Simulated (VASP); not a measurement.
**Sb: single point with PBEsol-based global hybrid with 25 % exact exchange**

The system is Sb.

```
CELL_PARAMETERS angstrom
2.15648 1.24504 3.74331
-2.15648 1.24504 3.74331
0.00000 -2.49009 3.74331
ATOMIC_POSITIONS crystal
Sb 0.76964 0.76964 0.76964
Sb 0.23036 0.23036 0.23036
```

```json
{
  "Program": "VASP 6.6.1",
  "Task": "single point",
  "Functional": "PBEsol-based global hybrid with 25 % exact exchange",
  "Potentials or basis": "VASP PAW PBE potentials, release 64 (Sb)",
  "Cutoff": "520 eV",
  "k mesh": "4 × 4 × 4",
  "Occupations": "fermi-dirac, width 0.05 eV",
  "Spin": "no spin polarisation",
  "Dipole correction": "no",
  "Grid for exact exchange (PRECFOCK)": "Normal",
  "Share of exact exchange": "0.25",
  "Further INCAR settings": "ALGO = Normal; EDIFF = 1e-06; NBANDS = 12"
}
```

| Property | Result |
| --- | --- |
| Pressure | -1.0 GPa |
| Largest force | 0.045 eV/Å |
| Band gap on the k mesh | 0.93 eV |

Forces in eV/Å, atoms in the order of the input:
```
Sb   0.000  0.000  0.045
Sb   0.000  0.000 -0.045
```

Stress tensor (GPa, compression positive):
```
-1.04  0.00  0.00
 0.00 -1.04  0.00
 0.00  0.00 -0.89
```

Levels at points of the mesh, in eV from the valence-band top:
```csv
k point,band 3,band 4,band 5,band 6,band 7,band 8
"(0.00, 0.00, 0.00)",-1.94,-1.92,-1.92,3.16,4.13,4.13
"(0.50, 0.00, 0.00)",-2.23,-1.91,0.00,0.93,1.64,1.96
"(0.50, 0.50, 0.00)",-5.78,-4.00,-3.92,2.63,6.79,7.49
"(0.50, 0.50, 0.50)",-1.47,-1.47,-0.21,1.36,1.36,2.37
```

Run time: 13 min on 1 thread of Intel Xeon 8259CL (shared host), peak memory 0.21 GiB.

Caveat: the k points lie up to 0.44 Å⁻¹ apart; the PAW data sets were made with another functional, which shifts forces and pressure a little; spin-orbit coupling is left out, which moves the levels of the heavy elements. A k mesh can miss the band edges.
